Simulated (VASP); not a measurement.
Wanted: the native input for a VASP 6.6.1 run.

```yaml
Task: single point
Functional: PBE
Dispersion: D3(BJ)
Potentials_or_basis: VASP PAW PBE potentials, release 64 (Se)
Cutoff: 520 eV
k_mesh: 12 × 12 × 8
Occupations: gaussian, width 0.05 eV
Spin: no spin polarisation
Dipole_correction: no
Further_INCAR_settings: ALGO = Normal; EDIFF = 1e-06; NBANDS = 16
```

The structure of Se lies in POSCAR:

```
Se
1.0
    3.9422917510      0.0000000000      0.0000000000
   -1.9711458755      3.4141248055      0.0000000000
    0.0000000000      0.0000000000      5.6059388699
Se
3
Direct
    0.2473450684      0.0000000000      0.3333333333
    0.0000000000      0.2473450684      0.6666666667
    0.7526549316      0.7526549316      0.0000000000
```

This cell differs from its parent crystal: volume 25.151 Å^3 an atom, c/a of the conventional cell 1.4220.

These files were run (other wordings do the same):

INCAR

```
  ALGO = Normal
  EDIFF = 1E-6
  ENCUT = 520
  GGA = PE
  ISIF = 2
  ISMEAR = 0
  IVDW = 12
  LASPH = T
  LCHARG = F
  LREAL = F
  LWAVE = F
  NBANDS = 16
  NELM = 60
  PREC = Accurate
  SIGMA = 0.05
```

KPOINTS

```
k-points
0
Gamma
  12 12 8
```

Potentials or basis: VASP PAW PBE potentials, release 64 (Se).

Launch:

```sh
$ cat potpaw_PBE.64/Se/POTCAR > POTCAR
$ mpirun -np 1 vasp_std > vasp.out
```

Results of the run:

The pressure is -4.0 GPa, the largest force is 0.223 eV/Å and the band gap on the k mesh is zero (filled and empty bands touch). The dispersion energy per atom is -0.347 eV.

Caveat: pairwise dispersion overbinds metals, which lowers pressure and volume.

Wall time 51 s on 1 thread of Intel(R) Xeon(R) 6975P-C (Granite Rapids), with other jobs on the host, peak memory 0.27 GiB.
